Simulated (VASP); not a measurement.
H6CNF: single point with PBEsol

Crystal: H6CNF.

```xyz
9
Lattice="2.2433 1.2952 4.5508 -2.2433 1.2952 4.5508 0.0000 -2.5903 4.5508" Properties=species:S:1:pos:R:3 pbc="T T T"
H     0.8775   -0.4952    8.7767
H    -0.8663   -0.4952    8.7767
H     0.0059   -1.0290    6.5677
H     0.0056    1.0152    8.7738
H     0.8983    0.5182    6.5630
H    -0.8878    0.5175    6.5631
C     0.0055    0.0034    6.9476
N     0.0056    0.0076    8.4239
F     0.0056    0.0076    0.0226
```

```yaml
Program: VASP 6.6.1
Task: single point
Functional: PBEsol
Potentials_or_basis: VASP PAW PBE potentials, release 64 (H, C, N, F)
Cutoff: 520 eV
k_mesh: 4 × 4 × 4
Occupations: gaussian, width 0.01 eV
Spin: no spin polarisation
Dipole_correction: no
Further_INCAR_settings: ALGO = Normal; EDIFF = 1e-06; NBANDS = 21
```

```
Pressure               : -1.3 GPa
Largest force          : 0.042 eV/Å
Band gap on the k mesh : 6.03 eV, indirect (least direct gap 6.47 eV)
```

Forces on the atoms (eV/Å):
```
H    0.019 -0.011  0.012
H   -0.020 -0.012  0.012
H    0.000 -0.038 -0.016
H    0.000  0.022  0.013
H    0.034  0.020 -0.016
H   -0.033  0.020 -0.016
C    0.000  0.001 -0.013
N    0.001  0.000  0.023
F    0.000  0.000  0.000
```

Stress tensor (GPa, compression positive):
```
-1.61  0.00  0.00
 0.00 -1.61  0.00
 0.00  0.00 -0.56
```

Levels at points of the mesh, in eV from the valence-band top:
```csv
k point,band 7,band 8,band 9,band 10,band 11,band 12,band 13,band 14,band 15,band 16
"(0.00, 0.00, 0.00)",-2.20,-2.20,-0.56,-0.50,-0.50,6.03,9.87,10.20,10.21,11.34
"(0.50, 0.00, 0.00)",-2.60,-2.50,-0.78,-0.27,0.00,8.06,8.39,10.03,10.90,12.02
"(0.00, 0.50, 0.00)",-2.60,-2.50,-0.78,-0.27,0.00,8.06,8.39,10.03,10.90,12.02
"(0.00, 0.00, 0.50)",-2.60,-2.50,-0.78,-0.27,0.00,8.06,8.39,10.03,10.90,12.03
"(0.50, 0.50, 0.00)",-2.51,-2.16,-0.89,-0.38,-0.29,7.81,8.49,10.34,10.65,11.53
"(0.50, 0.00, 0.50)",-2.51,-2.16,-0.89,-0.38,-0.29,7.81,8.49,10.34,10.65,11.53
"(0.00, 0.50, 0.50)",-2.51,-2.16,-0.89,-0.38,-0.29,7.81,8.49,10.34,10.65,11.53
"(0.50, 0.50, 0.50)",-2.47,-2.47,-0.63,-0.17,-0.17,6.55,7.17,10.66,10.66,11.41
```

Run time: 70 s on 1 thread of Intel(R) Xeon(R) Platinum 8259CL CPU @ 2.50GHz (Skylake/Cascade Lake), on a shared host, peak memory 0.25 GiB.

Caveat: the k points lie up to 0.42 Å⁻¹ apart; the PAW data sets were made with another functional, which shifts forces and pressure a little. A k mesh can miss the band edges.
